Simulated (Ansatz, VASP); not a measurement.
This is a calculation of Si2Mo for Ansatz 0.2.0.

File input.yaml:

```yaml
crystal:
  lattice:
    - [-1.5892614214, 1.5892614214, 3.9041200105]
    - [1.5892614214, -1.5892614214, 3.9041200105]
    - [1.5892614214, 1.5892614214, -3.9041200105]
  atoms:
    - { symbol: Mo, position: [0.0, 0.0, 0.0] }
    - { symbol: Si, position: [0.667, 0.667, 0.0] }
    - { symbol: Si, position: [0.333, 0.333, 0.0] }
hamiltonian:
  xc: r2scan
  pseudopotentials: { kind: paw }
kpoints:
  mp_grid: { grid: [12, 12, 12] }
scf:
  occupations: { method: fermi_dirac, width: 0.05 }
output:
  forces: true
  stress: true
  eigenvalues: true
```

Potentials or basis: Ansatz PAW.

Launch:

```bash
$ ansatz run input.yaml --threads 2 --pin off --max-ram 5632MiB --backend cpu --events-out ev --progress --plain --runs-dir out
```

Task: Translate it to VASP 6.6.1. Potentials there: VASP PAW PBE potentials, release 64 (Mo_sv, Si).

Result: As run (the cutoff follows the program's own potentials):

POSCAR

```
Si2Mo
1.0
   -1.5892614214      1.5892614214      3.9041200105
    1.5892614214     -1.5892614214      3.9041200105
    1.5892614214      1.5892614214     -3.9041200105
Mo Si
1 2
Direct
    0.0000000000      0.0000000000      0.0000000000
    0.6670000000      0.6670000000      0.0000000000
    0.3330000000      0.3330000000      0.0000000000
```

File INCAR.step1:

```
  PREC = Accurate
  ENCUT = 520
  ISMEAR = -1
  SIGMA = 0.05
  LREAL = F
  LASPH = T
  NELM = 60
  NBANDS = 18
  GGA = PE
  ALGO = Normal
  EDIFF = 1E-4
  LWAVE = T
  LCHARG = F
```

File INCAR.step2:

```
  PREC = Accurate
  ENCUT = 520
  EDIFF = 1E-6
  ISMEAR = -1
  SIGMA = 0.05
  LREAL = F
  LASPH = T
  NELM = 60
  ALGO = Normal
  ISIF = 2
  LWAVE = F
  LCHARG = T
  METAGGA = R2SCAN
  LMIXTAU = T
  LELF = T
  LVHAR = T
  NBANDS = 18
  ISTART = 1
```

The input KPOINTS:

```
regular mesh
0
Gamma
  12 12 12
```

Potentials or basis: VASP PAW PBE potentials, release 64 (Mo_sv, Si).

Run with:

```console
$ cat potpaw_PBE.64/Mo_sv/POTCAR potpaw_PBE.64/Si/POTCAR > POTCAR
$ cp INCAR.step1 INCAR
$ mpirun -np 1 vasp_std > vasp.out
$ cp INCAR.step2 INCAR
$ mpirun -np 1 vasp_std > vasp.out
```

Both were run:

|  | VASP | Ansatz | Ansatz less VASP |
| --- | --- | --- | --- |
| gap on the k mesh at the Fermi level (eV) | none | none | - |
| pressure (GPa) | 3.6 | 3.2 | -0.43 |
| traceless stress, the component that is largest in VASP (GPa) | -1.37 | -1.35 | +0.020 |
| rms of the force components (eV/Å) | 0.147 | 0.151 | +0.0046 |

VASP's potentials were made for PBE, not for r2SCAN. Atom by atom the forces differ by 0.005 eV/Å (rms over components). A gap of «none» marks a metal or a gap that the smearing closes.
